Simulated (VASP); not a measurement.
# CuGe2F4 (P-4m2) in VASP: further runs

The runs below take CuGe2F4 through relaxation of cell and atoms, single point, with PBE.

Program: VASP 6.6.1. These are calculated values, not measurements. Logs are shortened: lines on timing, memory, paths and dates and some standing lists are left out, and cuts for length are marked.

### Step 1. The cell of the first run

It takes space group P-4m2 (No. 115, tetragonal). The conventional cell has a = 3.729 Å, b = 3.729 Å, c = 6.837 Å, α = 90.00°, β = 90.00°, γ = 90.00°. Within 2.9 Å of Cu (site symmetry -4m2) lie 4 F at 2.18 Å and 4 Ge at 2.74 Å. Ge (site symmetry 2mm) has 9 F at 2.34 to 3.14 Å and 2 Cu at 2.74 Å within 3.2 Å. Within 3.0 Å of F (site symmetry 2mm) lie 2 Cu at 2.18 Å and 4 Ge at 2.78 Å and 4 F at 2.95 Å. Within 3.1 Å of F (site symmetry -4m2) lie 4 Ge at 2.34 Å and 8 F at 2.64 to 2.95 Å. F (site symmetry -4m2) has 4 Ge at 2.34 Å and 8 F at 2.64 to 2.95 Å within 3.1 Å.

The cell was generated, and may not be a known phase.

### Step 2. Relaxation of cell and atoms, PBE

File INCAR:

```
SYSTEM = CuGe2F4
PREC = Accurate
ENCUT = 600
EDIFF = 1E-6
ISMEAR = 0
SIGMA = 0.1
LREAL = .False.
LASPH = .True.
NELM = 60
ALGO = Normal
ISIF = 3
LWAVE = .False.
LCHARG = .False.
GGA = PE
IBRION = 2
NSW = 90
EDIFFG = -0.04
```

File KPOINTS:

```
regular mesh
0
Gamma
  6 6 4
  0 0 0
```

File POSCAR:

```
CuGe2F4
1.0
    3.7287880374      0.0000000000      0.0000000000
    0.0000000000      3.7287880374      0.0000000000
    0.0000000000      0.0000000000      6.8370888170
Cu Ge F
1 2 4
Direct
    0.5000000000      0.5000000000      0.0000000000
    0.5000000000      0.0000000000      0.7060293995
    0.0000000000      0.5000000000      0.2939706005
    0.5000000000      0.0000000000      0.1659495035
    0.0000000000      0.5000000000      0.8340504965
    0.5000000000      0.5000000000      0.5000000000
    0.0000000000      0.0000000000      0.5000000000
```

Potentials or basis: VASP PAW PBE potentials, release 64 (Cu, Ge_d, F).

Launch:

```sh
cat potpaw_PBE.64/Cu/POTCAR potpaw_PBE.64/Ge_d/POTCAR potpaw_PBE.64/F/POTCAR > POTCAR
mpirun -np 1 vasp_std > vasp.out
```

OUTCAR:

```text
SYSTEM = CuGe2F4
   PREC = Accurate
   ENCUT = 600
   EDIFF = 1E-6
   ISMEAR = 0
   LREAL = .False.
   LASPH = .True.
   NELM = 60
   ISIF = 3
   GGA = PE
   IBRION = 2
   NSW = 90
   EDIFFG = -0.04

 ion  position               nearest neighbor table
   1  0.500  0.500  0.000-   4 2.18   5 2.18   4 2.18   5 2.18   2 2.74   2 2.74   3 2.74   3 2.74

   2  0.500  0.000  0.706-   6 2.34   7 2.34   6 2.34   7 2.34   1 2.74   1 2.74
   3  0.000  0.500  0.294-   6 2.34   7 2.34   7 2.34   6 2.34   1 2.74   1 2.74
   4  0.500  0.000  0.166-   1 2.18   1 2.18
   5  0.000  0.500  0.834-   1 2.18   1 2.18
   6  0.500  0.500  0.500-   2 2.34   3 2.34   2 2.34   3 2.34
   7  0.000  0.000  0.500-   2 2.34   3 2.34   3 2.34   2 2.34

  LATTYP: Found a simple tetragonal cell.
 ALAT       =     3.7287880374
 C/A-ratio  =     1.8335954601

  Lattice vectors:

 A1 = (   3.7287880374,   0.0000000000,   0.0000000000)
 A2 = (   0.0000000000,   3.7287880374,   0.0000000000)
 A3 = (   0.0000000000,   0.0000000000,   6.8370888170)

Analysis of symmetry for initial positions (statically):
=====================================================================
 Subroutine PRICEL returns:
 Original cell was already a primitive cell.

 Routine SETGRP: Setting up the symmetry group for a
 simple tetragonal supercell.

 Subroutine GETGRP returns: Found  8 space group operations
 (whereof  8 operations were pure point group operations)
 out of a pool of 16 trial point group operations.

The static configuration has the point symmetry D_2d.

Analysis of symmetry for dynamics (positions and initial velocities):
=====================================================================
 Subroutine PRICEL returns:
 Original cell was already a primitive cell.

 Routine SETGRP: Setting up the symmetry group for a
 simple tetragonal supercell.

 Subroutine GETGRP returns: Found  8 space group operations
 (whereof  8 operations were pure point group operations)
 out of a pool of 16 trial point group operations.

The dynamic configuration has the point symmetry D_2d.

 Subroutine INISYM returns: Found  8 space group operations
 (whereof  8 operations are pure point group operations),
 and found     1 'primitive' translations

----------------------------------------------------------------------------------------

                                     Primitive cell

  volume of cell :      95.0619

  direct lattice vectors                    reciprocal lattice vectors
     3.728788037  0.000000000  0.000000000     0.268183654  0.000000000  0.000000000
     0.000000000  3.728788037  0.000000000     0.000000000  0.268183654  0.000000000
     0.000000000  0.000000000  6.837088817     0.000000000  0.000000000  0.146261081

  length of vectors
     3.728788037  3.728788037  6.837088817     0.268183654  0.268183654  0.146261081

  position of ions in fractional coordinates (direct lattice)
     0.500000000  0.500000000  0.000000000
     0.500000000  0.000000000  0.706029399
     0.000000000  0.500000000  0.293970601
     0.500000000  0.000000000  0.165949504
     0.000000000  0.500000000  0.834050496
     0.500000000  0.500000000  0.500000000
     0.000000000  0.000000000  0.500000000

  ion indices of the primitive-cell ions
   primitive index   ion index
                 1           1
                 2           2
                 3           3
                 4           4
                 5           5
                 6           6
                 7           7

----------------------------------------------------------------------------------------

 KPOINTS: regular mesh

Automatic generation of k-mesh.
 Grid dimensions read from file:
 generate k-points for:    6    6    4

 Generating k-lattice:

  Cartesian coordinates                     Fractional coordinates (reciprocal lattice)
     0.044697276  0.000000000  0.000000000     0.166666667  0.000000000  0.000000000
     0.000000000  0.044697276  0.000000000     0.000000000  0.166666667  0.000000000
     0.000000000  0.000000000  0.036565270     0.000000000  0.000000000  0.250000000

  Length of vectors
     0.044697276  0.044697276  0.036565270

  Shift w.r.t. Gamma in fractional coordinates (k-lattice)
     0.000000000  0.000000000  0.000000000

 Subroutine IBZKPT returns following result:
 ===========================================

 Found     30 irreducible k-points:

 Following reciprocal coordinates:
            Coordinates               Weight
  0.000000  0.000000  0.000000      1.000000
  0.166667  0.000000  0.000000      4.000000
  0.333333  0.000000  0.000000      4.000000
  0.500000  0.000000  0.000000      2.000000
  0.166667  0.166667  0.000000      4.000000
  0.333333  0.166667  0.000000      8.000000
[... 16 lines left out ...]
  0.333333  0.000000  0.500000      4.000000
  0.500000  0.000000  0.500000      2.000000
 [... further k-points ...]
   k-points           NKPTS =     30   k-points in BZ     NKDIM =     30   number of bands    NBANDS=     40
   number of dos      NEDOS =    301   number of ions     NIONS =      7
   total plane-waves  NPLWV =  50400
   dimension x,y,z NGX =    30 NGY =   30 NGZ =   56
   dimension x,y,z NGXF=    60 NGYF=   60 NGZF=  112
   ions per type =               1   2   4
   NGX,Y,Z   is equivalent  to a cutoff of  13.38, 13.38, 13.62 a.u.
   NGXF,Y,Z  is equivalent  to a cutoff of  26.75, 26.75, 27.23 a.u.
 SYSTEM =  CuGe2F4
   PREC   = accura    normal or accurate (medium, high low for compatibility)
   ISTART =      0    job   : 0-new  1-cont  2-samecut
   ICHARG =      2    charge: 1-file 2-atom 10-const
   ISPIN  =      1    spin polarized calculation?
   LNONCOLLINEAR =      F non collinear calculations
   LSORBIT =      F    spin-orbit coupling
   LASPH  =      T    aspherical Exc in radial PAW
   ENCUT  =  600.0 eV  44.10 Ry    6.64 a.u.   7.45  7.45 13.66*2*pi/ulx,y,z
   NELM   =     60;   NELMIN=  2; NELMDL= -5     # of ELM steps
   EDIFF  = 0.1E-05   stopping-criterion for ELM
   LREAL  =      F    real-space projection
   EDIFFG = -.4E-01   stopping-criterion for IOM
   NSW    =     90    number of steps for IOM
   IBRION =      2    ionic relax: 0-MD 1-quasi-New 2-CG
   NFREE  =      1    steps in history (QN), initial steepest desc. (CG)
   ISIF   =      3    stress and relaxation
   ISYM   =      2    0-nonsym 1-usesym 2-fastsym
   POTIM  = 0.5000    time-step for ionic-motion
   TEBEG  =    0.0;   TEEND  =   0.0 temperature during run
   PSTRESS=    0.0 pullay stress
   NELECT =      67.0000    total number of electrons
   NUPDOWN=      -1.0000    fix difference up-down
   EMIN   =  10.00;   EMAX   =-10.00  energy-range for DOS
   EFERMI =   0.00;   METHOD = LEGACY
   ISMEAR =     0;   SIGMA  =   0.10  broadening in eV -4-tet -1-fermi 0-gaus
   EFERMI_NEDOS =   21; number of points for ismear=-14 and -15
   IALGO  =     38    algorithm
   IMIX   =      4    mixing-type and parameters
     AMIX     =   0.40;   BMIX     =  1.00
     AMIX_MAG =   1.60;   BMIX_MAG =  1.00
  volume/ion in A,a.u.               =      13.58        91.64
  Fermi-wavevector in a.u.,A,eV,Ry     =   1.456904  2.753149 28.879302  2.122569
  Thomas-Fermi vector in A             =   2.573768
   LORBIT       =      0    0 simple, 1 ext, 2 COOP (PROOUT), +10 PAW based schemes
   GGA     = PE    functional components
   LHFCALC =     F    Hartree Fock is set to
   AEXX    =    0.0000 exact exchange contribution
   IVDW    =     0    specifies the selected vdW correction
   LEPSILON=     F    determine dielectric tensor
   LRPA    =     F    only Hartree local field effects (RPA)
 conjugate gradient relaxation of ions
 non-spin polarized calculation
 Gauss-broadening in eV      SIGMA  =   0.10
  energy-cutoff  :      600.00
  volume of cell :       95.06
 maximum number of plane-waves:      3211
 NGX is ok and might be reduce to    30
   NGX = 15   NGY = 15   NGZ = 27

 number of electron      67.0000001 magnetization

 Free energy of the ion-electron system (eV)
  ---------------------------------------------------
  ext. energy  EPLUGINS =         0.00000000
  ---------------------------------------------------
  free energy    TOTEN  =       -28.96976396 eV

  energy without entropy =      -28.95363462  energy(sigma->0) =      -28.96169929

 E-fermi :   4.7573     XC(G=0): -10.4239

 val. band max:        4.7550578279   @ k =   0.3333   0.1667   0.5000
 cond. band min:       4.7811922171   @ k =   0.1667   0.1667   0.2500
 fundamental gap:      0.0261343892
 Fermi energy:         4.7572821180

 k-point     1 :       0.0000    0.0000    0.0000
  band No.  band energies     occupation
      1     -21.6459      2.00000
      2     -21.5965      2.00000
      3     -21.5648      2.00000
      4     -21.5648      2.00000
      5     -21.5577      2.00000
      6     -21.5561      2.00000
[... 32 lines left out ...]
     39       8.1813      0.00000
     40      10.0776      0.00000

 k-point     2 :       0.1667    0.0000    0.0000
  band No.  band energies     occupation
      1     -21.6438      2.00000
      2     -21.5952      2.00000
      3     -21.5757      2.00000
      4     -21.5648      2.00000
      5     -21.5583      2.00000
      6     -21.5569      2.00000
[... 32 lines left out ...]
     39       8.0520      0.00000
     40      10.7422      0.00000

 k-point     3 :       0.3333    0.0000    0.0000
  band No.  band energies     occupation
      1     -21.6403      2.00000
      2     -21.6020      2.00000
      3     -21.5864      2.00000
      4     -21.5650      2.00000
      5     -21.5594      2.00000
      6     -21.5583      2.00000
[... 853 lines left out ...]
  band No.  band energies     occupation
      1     -21.6403      2.00000
      2     -21.6022      2.00000
      3     -21.5868      2.00000
      4     -21.5651      2.00000
      5     -21.5594      2.00000
      6     -21.5583      2.00000
[... 32 lines left out ...]
     39       7.8295      0.00000
     40      10.8017      0.00000

 k-point    24 :       0.5000    0.0000    0.5000
  band No.  band energies     occupation
      1     -21.6395      2.00000
      2     -21.6103      2.00000
      3     -21.5867      2.00000
      4     -21.5653      2.00000
      5     -21.5600      2.00000
      6     -21.5588      2.00000
[... 32 lines left out ...]
     39       7.5941      0.00000
     40      10.6814      0.00000

 [... further k-points ...]

------------------------ aborting loop because EDIFF is reached ----------------------------------------

  FORCE on cell =-STRESS in cart. coord.  units (eV):
  Direction    XX          YY          ZZ          XY          YZ          ZX
  --------------------------------------------------------------------------------------
  -------------------------------------------------------------------------------------
  Total       -0.0060900     -0.0060900     -0.1115350      0.0000000     -0.0000000      0.0000000
  in kB       -0.1026405     -0.1026405     -1.8798159      0.0000000     -0.0000000      0.0000000
  external PRESSURE =      -0.6950323 kB  Pullay stress =       0.0000000 kB

 VOLUME and BASIS-vectors are now :
 -----------------------------------------------------------------------------
  energy-cutoff  :      600.00
  volume of cell :       95.06
      direct lattice vectors                 reciprocal lattice vectors
     3.728788037  0.000000000  0.000000000     0.268183654  0.000000000  0.000000000
     0.000000000  3.728788037  0.000000000     0.000000000  0.268183654  0.000000000
     0.000000000  0.000000000  6.837088817     0.000000000  0.000000000  0.146261081

 POSITION                                       TOTAL-FORCE (eV/Angst)
 -----------------------------------------------------------------------------------
      1.86439      1.86439      0.00000         0.000000      0.000000      0.000000
      1.86439      0.00000      4.82719         0.000000     -0.000000     -0.025997
      0.00000      1.86439      2.00990         0.000000     -0.000000      0.025997
      1.86439      0.00000      1.13461        -0.000000     -0.000000      0.006941
      0.00000      1.86439      5.70248         0.000000     -0.000000     -0.006941
      1.86439      1.86439      3.41854         0.000000      0.000000      0.000000
      0.00000      0.00000      3.41854         0.000000     -0.000000      0.000000
 -----------------------------------------------------------------------------------
    total drift:                                0.000000      0.000000      0.000000

  FREE ENERGIE OF THE ION-ELECTRON SYSTEM (eV)
  ---------------------------------------------------
  free  energy   TOTEN  =       -28.9697639650 eV

  energy  without entropy=      -28.9536346164  energy(sigma->0) =      -28.96169929

 reached required accuracy - stopping structural energy minimisation
```

It took 5.7 min on 1 thread of Intel Xeon 8259CL, shared host; peak memory 0.29 GiB.

Results:

```yaml
Free_energy: -28.9698 eV
Pressure_after_relaxing: -0.1 GPa
Largest_force_after_relaxing: 0.026 eV/Å
Band_gap_on_the_k_mesh: zero (an odd number of electrons rules out a gap without spin polarisation)
```

Forces on the atoms (eV/Å):
```
Cu   0.000  0.000  0.000
Ge   0.000  0.000 -0.026
Ge   0.000  0.000  0.026
F    0.000  0.000  0.007
F    0.000  0.000 -0.007
F    0.000  0.000  0.000
F    0.000  0.000  0.000
```

Stress tensor (GPa, compression positive):
```
-0.01  0.00  0.00
 0.00 -0.01  0.00
 0.00  0.00 -0.19
```

Final structure:
```xyz
7
Lattice="3.7288 0.0000 0.0000 0.0000 3.7288 0.0000 0.0000 0.0000 6.8371" Properties=species:S:1:pos:R:3 pbc="T T T"
Cu    1.8644    1.8644    0.0000
Ge    1.8644    0.0000    4.8272
Ge    0.0000    1.8644    2.0099
F     1.8644    0.0000    1.1346
F     0.0000    1.8644    5.7025
F     1.8644    1.8644    3.4185
F     0.0000    0.0000    3.4185
```

Caveat: the relaxation stopped at its first step, so nothing moved; an odd number of electrons without spin polarisation forces a metal; a magnetic or distorted state may lie lower.

[end of part 1 of 2]

The gap in the log of VASP goes by the Fermi energy; the results here count the filled bands.